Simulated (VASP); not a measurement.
Here is a VASP 6.6.1 calculation.

The input INCAR:

```
ALGO = Normal
EDIFF = 1E-6
ENCUT = 520
GGA = PE
ISIF = 2
ISMEAR = 0
LASPH = T
LCHARG = T
LELF = T
LREAL = F
LVHAR = T
LWAVE = F
NBANDS = 18
NELM = 60
PREC = Accurate
SIGMA = 0.1
```

File KPOINTS:

```
k-points
0
Gamma
  12 12 12
```

Contents of POSCAR:

```
BiTe
1.0
    2.4318517925      1.4040302870      3.3859743206
   -2.4318517925      1.4040302870      3.3859743206
    0.0000000000     -2.8080605741      3.3859743206
Bi Te
1 1
Direct
    0.5000000000      0.5000000000      0.5000000000
    0.0000000000      0.0000000000      0.0000000000
```

Potentials or basis: VASP PAW PBE potentials, release 64 (Bi_d, Te).

Run with:

```console
$ cat potpaw_PBE.64/Bi_d/POTCAR potpaw_PBE.64/Te/POTCAR > POTCAR
$ mpirun -np 1 vasp_std > vasp.out
```

Task: Predict the band gap on the k mesh.

Result: Zero (an odd number of electrons rules out a gap without spin polarisation).

Task: Estimate the pressure.

Result: -1.2 GPa.

Caveat: spin-orbit coupling is left out, which moves the levels of the heavy elements.
